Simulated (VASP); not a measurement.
# Se (P3_121) in VASP: notebook, part 2 of 2

VASP 6.6.1.

### Step 4. Single point, PBE+D3(BJ) (volume 22.538 Å^3 an atom, c/a of the conventional cell 1.4220)

Input file INCAR:

```
SYSTEM = Se
PREC = Accurate ; ENCUT = 520
EDIFF = 1E-6 ; ISMEAR = 0
SIGMA = 0.05 ; LREAL = .False.
LASPH = .True. ; NELM = 100
ALGO = Normal ; ISIF = 2
LWAVE = .False. ; LCHARG = .True.
GGA = PE ; IVDW = 12
LELF = .True. ; LVHAR = .True.
NBANDS = 16
```

Input file KPOINTS:

```
Automatic mesh
0
Gamma
  12 12 8
  0 0 0
```

Input file POSCAR:

```
Se
1.0
    3.8007455911      0.0000000000      0.0000000000
   -1.9003727956      3.2915422352      0.0000000000
    0.0000000000      0.0000000000      5.4046602306
Se
3
Direct
    0.2473450684      0.0000000000      0.3333333333
    0.0000000000      0.2473450684      0.6666666667
    0.7526549316      0.7526549316      0.0000000000
```

Potentials or basis: VASP PAW PBE potentials, release 64 (Se).

Launch:

```
> cat potpaw_PBE.64/Se/POTCAR > POTCAR
> mpirun -np 1 vasp_std > vasp.out
```

OUTCAR:

```text
SYSTEM = Se
   PREC = Accurate
   ENCUT = 520
   EDIFF = 1E-6
   ISMEAR = 0
   LREAL = .False.
   LASPH = .True.
   NELM = 100
   ISIF = 2
   GGA = PE
   IVDW = 12
 IVDW          = 12

 ion  position               nearest neighbor table
   1  0.247  0.000  0.333-   3 2.43   2 2.43
   2  0.000  0.247  0.667-   3 2.43   1 2.43
   3  0.753  0.753  0.000-   1 2.43   2 2.43

  LATTYP: Found a hexagonal cell.
 ALAT       =     3.8007455911
 C/A-ratio  =     1.4220000000

  Lattice vectors:

 A1 = (   3.8007455911,   0.0000000000,   0.0000000000)
 A2 = (  -1.9003727956,   3.2915422352,   0.0000000000)
 A3 = (   0.0000000000,   0.0000000000,   5.4046602306)

Analysis of symmetry for initial positions (statically):
=====================================================================
 Subroutine PRICEL returns:
 Original cell was already a primitive cell.

 Routine SETGRP: Setting up the symmetry group for a
 hexagonal supercell.

 Subroutine GETGRP returns: Found  6 space group operations
 (whereof  2 operations were pure point group operations)
 out of a pool of 24 trial point group operations.

The static configuration has the point symmetry C_2 .
[... 168 lines left out ...]
 cond. band min:       4.9720919080   @ k =   0.3333   0.2500   0.5000
 fundamental gap:      0.4594641187
 Fermi energy:         4.5128549719

 k-point     1 :       0.0000    0.0000    0.0000
  band No.  band energies     occupation
      1     -11.8488      2.00000
      2      -7.8057      2.00000
      3      -7.8057      2.00000
      4       1.3233      2.00000
      5       1.3818      2.00000
      6       1.3818      2.00000
[... 433 lines left out ...]
      3      -6.8893      2.00000
      4      -0.1106      2.00000
      5       0.1130      2.00000
      6       1.4117      2.00000
[... 8 lines left out ...]
     15      12.5132      0.00000
     16      13.3282      0.00000

 [... further k-points ...]

------------------------ aborting loop because EDIFF is reached ----------------------------------------

 Edisp (eV)   -1.16767

 E8    (eV) :    -0.4828

  FORCE on cell =-STRESS in cart. coord.  units (eV):
  Direction    XX          YY          ZZ          XY          YZ          ZX
  --------------------------------------------------------------------------------------
  -------------------------------------------------------------------------------------
  Total       1.83774     1.83774     0.34342    -0.00000     0.00000     0.00000
  in kB      43.54708    43.54708     8.13769    -0.00000     0.00000     0.00000
  external pressure =       31.74 kB  Pullay stress =        0.00 kB

 VOLUME and BASIS-vectors are now :
 -----------------------------------------------------------------------------
  energy-cutoff  :      520.00
  volume of cell :       67.61
      direct lattice vectors                 reciprocal lattice vectors
     3.800745591  0.000000000  0.000000000     0.263106271  0.151904476  0.000000000
    -1.900372796  3.291542235  0.000000000     0.000000000  0.303808953  0.000000000
     0.000000000  0.000000000  5.404660231     0.000000000  0.000000000  0.185025507

 POSITION                                       TOTAL-FORCE (eV/Angst)
 -----------------------------------------------------------------------------------
      0.94010      0.00000      1.80155         0.429122      0.000000      0.000000
     -0.47005      0.81415      3.60311        -0.214561      0.371631     -0.000000
      1.43032      2.47740      0.00000        -0.214561     -0.371631      0.000000
 -----------------------------------------------------------------------------------
    total drift:                               -0.000000     -0.000001     -0.000000

  FREE ENERGIE OF THE ION-ELECTRON SYSTEM (eV)
  ---------------------------------------------------
  free  energy   TOTEN  =       -11.3802685454 eV

  energy  without entropy=      -11.3801684511  energy(sigma->0) =      -11.38021850
```

OSZICAR:

```text
N       E                     dE             d eps       ncg     rms          rms(c)
DAV:   1     0.794012725501E+02    0.79401E+02   -0.74724E+03  4192   0.957E+02
DAV:   2    -0.563794351689E+01   -0.85039E+02   -0.80671E+02  5528   0.158E+02
DAV:   3    -0.102349201237E+02   -0.45970E+01   -0.45775E+01  5352   0.412E+01
DAV:   4    -0.102612256605E+02   -0.26306E-01   -0.26301E-01  5576   0.368E+00
DAV:   5    -0.102613767352E+02   -0.15107E-03   -0.15107E-03  5472   0.273E-01    0.739E+00
DAV:   6    -0.102232065669E+02    0.38170E-01   -0.28300E-02  5296   0.110E+00    0.456E+00
DAV:   7    -0.102134412554E+02    0.97653E-02   -0.55524E-02  5192   0.151E+00    0.185E-01
DAV:   8    -0.102125212425E+02    0.92001E-03   -0.93236E-03  4568   0.602E-01    0.109E-01
DAV:   9    -0.102125794219E+02   -0.58179E-04   -0.25168E-04  6040   0.105E-01    0.440E-02
DAV:  10    -0.102126016191E+02   -0.22197E-04   -0.28146E-05  5104   0.376E-02    0.672E-03
DAV:  11    -0.102126023069E+02   -0.68784E-06   -0.75455E-06  6048   0.174E-02
   1 F= -.11380269E+02 E0= -.11380218E+02  d E =-.100094E-03
```

Wall time 38 s (1 thread of Intel Xeon 6975P-C (Granite Rapids), shared host); peak memory 0.26 GiB.

Results:

```
Free energy                : -11.3803 eV
Pressure                   : 3.2 GPa
Largest force              : 0.429 eV/Å
Band gap on the k mesh     : zero (filled and empty bands touch)
Dispersion energy per atom : -0.389 eV
```

Forces in eV/Å, atoms in the order of the input:
```
Se   0.429  0.000  0.000
Se  -0.215  0.372  0.000
Se  -0.215 -0.372  0.000
```

Caveat: pairwise dispersion overbinds metals, which lowers pressure and volume.

### Step 5. Single point, PBE+D3(BJ) (volume 22.538 Å^3 an atom, c/a of the conventional cell 1.3660)

Input file INCAR:

```
SYSTEM = Se
ALGO = Normal
EDIFF = 1E-6
ENCUT = 520
GGA = PE
ISIF = 2
ISMEAR = 0
IVDW = 12
LASPH = .TRUE.
LCHARG = .FALSE.
LREAL = .FALSE.
LWAVE = .FALSE.
NBANDS = 16
NELM = 80
PREC = Accurate
SIGMA = 0.05
```

Input file KPOINTS:

```
k-points
0
G
  12 12 8
  0 0 0
```

Input file POSCAR:

```
Se
1.0
    3.8519895424      0.0000000000      0.0000000000
   -1.9259947712      3.3359207989      0.0000000000
    0.0000000000      0.0000000000      5.2618177150
Se
3
Direct
    0.2473450684      0.0000000000      0.3333333333
    0.0000000000      0.2473450684      0.6666666667
    0.7526549316      0.7526549316      0.0000000000
```

Potentials or basis: VASP PAW PBE potentials, release 64 (Se).

Launch:

```
> cat potpaw_PBE.64/Se/POTCAR > POTCAR
> mpirun -np 1 vasp_std > vasp.out
```

OUTCAR:

```text
SYSTEM = Se
   EDIFF = 1E-6
   ENCUT = 520
   GGA = PE
   ISIF = 2
   ISMEAR = 0
   IVDW = 12
   LASPH = .TRUE.
   LREAL = .FALSE.
   NELM = 80
   PREC = Accurate
 IVDW          = 12

 ion  position               nearest neighbor table
   1  0.247  0.000  0.333-   3 2.41   2 2.41
   2  0.000  0.247  0.667-   3 2.41   1 2.41
   3  0.753  0.753  0.000-   1 2.41   2 2.41

  LATTYP: Found a hexagonal cell.
 ALAT       =     3.8519895424
 C/A-ratio  =     1.3660000000

  Lattice vectors:

 A1 = (   3.8519895424,   0.0000000000,   0.0000000000)
 A2 = (  -1.9259947712,   3.3359207989,   0.0000000000)
 A3 = (   0.0000000000,   0.0000000000,   5.2618177150)

Analysis of symmetry for initial positions (statically):
=====================================================================
 Subroutine PRICEL returns:
 Original cell was already a primitive cell.

 Routine SETGRP: Setting up the symmetry group for a
 hexagonal supercell.

 Subroutine GETGRP returns: Found  6 space group operations
 (whereof  2 operations were pure point group operations)
 out of a pool of 24 trial point group operations.

The static configuration has the point symmetry C_2 .
[... 169 lines left out ...]
 cond. band min:       5.1836961681   @ k =   0.3333   0.2500   0.5000
 fundamental gap:      0.5814745369
 Fermi energy:         4.6069096808

 k-point     1 :       0.0000    0.0000    0.0000
  band No.  band energies     occupation
      1     -11.9225      2.00000
      2      -7.7158      2.00000
      3      -7.7158      2.00000
      4       1.0721      2.00000
      5       1.2712      2.00000
      6       1.2712      2.00000
[... 433 lines left out ...]
      3      -6.8028      2.00000
      4      -0.2226      2.00000
      5       0.0628      2.00000
      6       1.2291      2.00000
[... 8 lines left out ...]
     15      12.5283      0.00000
     16      13.2364      0.00000

 [... further k-points ...]

------------------------ aborting loop because EDIFF is reached ----------------------------------------

 Edisp (eV)   -1.16760

 E8    (eV) :    -0.4828

  FORCE on cell =-STRESS in cart. coord.  units (eV):
  Direction    XX          YY          ZZ          XY          YZ          ZX
  --------------------------------------------------------------------------------------
  -------------------------------------------------------------------------------------
  Total       1.96431     1.96431     1.57984    -0.00000    -0.00000     0.00000
  in kB      46.54616    46.54616    37.43583    -0.00000    -0.00000     0.00000
  external pressure =       43.51 kB  Pullay stress =        0.00 kB

 VOLUME and BASIS-vectors are now :
 -----------------------------------------------------------------------------
  energy-cutoff  :      520.00
  volume of cell :       67.61
      direct lattice vectors                 reciprocal lattice vectors
     3.851989542  0.000000000  0.000000000     0.259606105  0.149883654  0.000000000
    -1.925994771  3.335920799  0.000000000     0.000000000  0.299767309  0.000000000
     0.000000000  0.000000000  5.261817715     0.000000000  0.000000000  0.190048393

 POSITION                                       TOTAL-FORCE (eV/Angst)
 -----------------------------------------------------------------------------------
      0.95277      0.00000      1.75394         0.518664     -0.000000      0.000000
     -0.47639      0.82512      3.50788        -0.259332      0.449176     -0.000000
      1.44961      2.51080      0.00000        -0.259332     -0.449176     -0.000000
 -----------------------------------------------------------------------------------
    total drift:                                0.000001      0.000001     -0.000000

  FREE ENERGIE OF THE ION-ELECTRON SYSTEM (eV)
  ---------------------------------------------------
  free  energy   TOTEN  =       -11.4052075357 eV

  energy  without entropy=      -11.4050873885  energy(sigma->0) =      -11.40514746
```

Run time: 47 s. Hardware: 1 thread of Intel Xeon 6975P-C (Granite Rapids), shared host; peak memory 0.25 GiB.

What came out:

- Free energy: -11.4052 eV
- Pressure: 4.4 GPa
- Largest force: 0.519 eV/Å
- Band gap on the k mesh: zero (filled and empty bands touch)
- Dispersion energy per atom: -0.389 eV

Forces on the atoms (eV/Å):
```
Se   0.519  0.000  0.000
Se  -0.259  0.449  0.000
Se  -0.259 -0.449  0.000
```

Caveat: pairwise dispersion overbinds metals, which lowers pressure and volume.

### Step 6. Single point, PBE+D3(BJ) (volume 23.191 Å^3 an atom, c/a of the conventional cell 1.4220)

Input file INCAR:

```
  PREC = Accurate
  ENCUT = 520
  EDIFF = 1E-6
  ISMEAR = 0
  SIGMA = 0.05
  LREAL = F
  LASPH = T
  NELM = 80
  ALGO = Normal
  ISIF = 2
  LWAVE = F
  LCHARG = F
  GGA = PE
  IVDW = 12
  NBANDS = 16
```

Input file KPOINTS:

```
regular mesh
0
Gamma
  12 12 8
```

Input file POSCAR:

```
Se
1.0
    3.8371033856      0.0000000000      0.0000000000
   -1.9185516928      3.3230290089      0.0000000000
    0.0000000000      0.0000000000      5.4563610144
Se
3
Direct
    0.2473450684      0.0000000000      0.3333333333
    0.0000000000      0.2473450684      0.6666666667
    0.7526549316      0.7526549316      0.0000000000
```

Potentials or basis: VASP PAW PBE potentials, release 64 (Se).

Launch:

```
> cat potpaw_PBE.64/Se/POTCAR > POTCAR
> mpirun -np 1 vasp_std > vasp.out
```

OUTCAR:

```text
PREC = Accurate
   ENCUT = 520
   EDIFF = 1E-6
   ISMEAR = 0
   LREAL = F
   LASPH = T
   NELM = 80
   ISIF = 2
   GGA = PE
   IVDW = 12
 IVDW          = 12

 ion  position               nearest neighbor table
   1  0.247  0.000  0.333-   3 2.45   2 2.45
   2  0.000  0.247  0.667-   3 2.45   1 2.45
   3  0.753  0.753  0.000-   1 2.45   2 2.45

  LATTYP: Found a hexagonal cell.
 ALAT       =     3.8371033856
 C/A-ratio  =     1.4220000000

  Lattice vectors:

 A1 = (   3.8371033856,   0.0000000000,   0.0000000000)
 A2 = (  -1.9185516928,   3.3230290089,   0.0000000000)
 A3 = (   0.0000000000,   0.0000000000,   5.4563610144)

Analysis of symmetry for initial positions (statically):
=====================================================================
 Subroutine PRICEL returns:
 Original cell was already a primitive cell.

 Routine SETGRP: Setting up the symmetry group for a
 hexagonal supercell.

 Subroutine GETGRP returns: Found  6 space group operations
 (whereof  2 operations were pure point group operations)
 out of a pool of 24 trial point group operations.

[... 167 lines left out ...]
 E-fermi :   4.1628     XC(G=0):  -9.7324

 val. band max:        4.1624066994   @ k =   0.3333   0.3333   0.5000
 cond. band min:       4.6157946583   @ k =   0.3333   0.2500   0.5000
 fundamental gap:      0.4533879589
 Fermi energy:         4.1627950093

 k-point     1 :       0.0000    0.0000    0.0000
  band No.  band energies     occupation
      1     -11.9277      2.00000
      2      -8.0317      2.00000
      3      -8.0317      2.00000
      4       1.0789      2.00000
      5       1.0789      2.00000
      6       1.1006      2.00000
[... 433 lines left out ...]
      3      -7.1670      2.00000
      4      -0.2938      2.00000
      5      -0.1155      2.00000
      6       1.1740      2.00000
[... 8 lines left out ...]
     15      12.1812      0.00000
     16      12.9903      0.00000

 [... further k-points ...]

------------------------ aborting loop because EDIFF is reached ----------------------------------------

 Edisp (eV)   -1.13346

 E8    (eV) :    -0.4686

  FORCE on cell =-STRESS in cart. coord.  units (eV):
  Direction    XX          YY          ZZ          XY          YZ          ZX
  --------------------------------------------------------------------------------------
  -------------------------------------------------------------------------------------
  Total       1.08751     1.08751    -0.91263     0.00000    -0.00000     0.00000
  in kB      25.04388    25.04388   -21.01665     0.00000    -0.00000     0.00000
  external pressure =        9.69 kB  Pullay stress =        0.00 kB

 VOLUME and BASIS-vectors are now :
 -----------------------------------------------------------------------------
  energy-cutoff  :      520.00
  volume of cell :       69.57
      direct lattice vectors                 reciprocal lattice vectors
     3.837103386  0.000000000  0.000000000     0.260613254  0.150465132  0.000000000
    -1.918551693  3.323029009  0.000000000     0.000000000  0.300930265  0.000000000
     0.000000000  0.000000000  5.456361014     0.000000000  0.000000000  0.183272331

 POSITION                                       TOTAL-FORCE (eV/Angst)
 -----------------------------------------------------------------------------------
      0.94909      0.00000      1.81879         0.242661      0.000000      0.000000
     -0.47454      0.82193      3.63757        -0.121331      0.210151     -0.000000
      1.44401      2.50109      0.00000        -0.121331     -0.210151     -0.000000
 -----------------------------------------------------------------------------------
    total drift:                               -0.000000     -0.000000      0.000000

  FREE ENERGIE OF THE ION-ELECTRON SYSTEM (eV)
  ---------------------------------------------------
  free  energy   TOTEN  =       -11.4052734866 eV

  energy  without entropy=      -11.4051720349  energy(sigma->0) =      -11.40522276
```

OSZICAR:

```text
N       E                     dE             d eps       ncg     rms          rms(c)
DAV:   1     0.783222202699E+02    0.78322E+02   -0.74390E+03  4192   0.956E+02
DAV:   2    -0.572711635100E+01   -0.84049E+02   -0.79568E+02  5456   0.156E+02
DAV:   3    -0.102937806361E+02   -0.45667E+01   -0.45391E+01  5424   0.408E+01
DAV:   4    -0.103211876130E+02   -0.27407E-01   -0.27400E-01  5336   0.370E+00
DAV:   5    -0.103213479902E+02   -0.16038E-03   -0.16037E-03  5552   0.278E-01    0.700E+00
DAV:   6    -0.102825659396E+02    0.38782E-01   -0.28791E-02  5264   0.111E+00    0.432E+00
DAV:   7    -0.102726349401E+02    0.99310E-02   -0.56273E-02  5192   0.152E+00    0.185E-01
DAV:   8    -0.102717324325E+02    0.90251E-03   -0.95542E-03  4704   0.602E-01    0.106E-01
DAV:   9    -0.102717935279E+02   -0.61095E-04   -0.24469E-04  6008   0.105E-01    0.415E-02
DAV:  10    -0.102718145233E+02   -0.20995E-04   -0.30203E-05  5240   0.388E-02    0.696E-03
DAV:  11    -0.102718152383E+02   -0.71503E-06   -0.76545E-06  5960   0.173E-02
   1 F= -.11405273E+02 E0= -.11405223E+02  d E =-.101452E-03
```

stdout:

```text
POSCAR found type information on POSCAR Se
 POSCAR found :  1 types and       3 ions
 scaLAPACK will be used
 LDA part: xc-table for (Slater+PW92), standard interpolation
 POSCAR, INCAR and KPOINTS ok, starting setup
 FFT: planning ... GRIDC
 FFT: planning ... GRID_SOFT
 FFT: planning ... GRID
 WAVECAR not read
 entering main loop
```

Wall time 46 s (1 thread of Intel Xeon 6975P-C (Granite Rapids), shared host); peak memory 0.27 GiB.

Results:

```yaml
Free_energy: -11.4053 eV
Pressure: 1.0 GPa
Largest_force: 0.243 eV/Å
Band_gap_on_the_k_mesh: zero (filled and empty bands touch)
Dispersion_energy_per_atom: -0.378 eV
```

Forces on the atoms (eV/Å):
```
Se   0.243  0.000  0.000
Se  -0.121  0.210  0.000
Se  -0.121 -0.210  0.000
```

Stress tensor (GPa, compression positive):
```
 2.50  0.00  0.00
 0.00  2.50  0.00
 0.00  0.00 -2.10
```

Caveat: pairwise dispersion overbinds metals, which lowers pressure and volume.

### Step 7. Overview

```tsv
cell	gap on the mesh (eV)	pressure (GPa)	largest force (eV/Å)
a = 3.941, b = 3.941, c = 5.172 Å, angles 90.0, 90.0, 120.0°, 3 atoms	0.25	3.1	0.38
a = 4.048, b = 4.048, c = 4.902 Å, angles 90.0, 90.0, 120.0°, 3 atoms	0.69	5.2	0.52
a = 3.801, b = 3.801, c = 5.405 Å, angles 90.0, 90.0, 120.0°, 3 atoms	none	3.2	0.43
a = 3.852, b = 3.852, c = 5.262 Å, angles 90.0, 90.0, 120.0°, 3 atoms	none	4.4	0.52
a = 3.837, b = 3.837, c = 5.456 Å, angles 90.0, 90.0, 120.0°, 3 atoms	none	1.0	0.24
```

Alike in all rows: task single point; level PBE+D3(BJ); potentials or basis VASP PAW PBE potentials, release 64 (Se); no spin polarisation; k mesh 12 × 12 × 8; cutoff (eV) 520; smearing gaussian 0.05 eV.

Caveats: pairwise dispersion overbinds metals, which lowers pressure and volume (some runs).

Absolute energies hang on the potentials; compare differences alone.
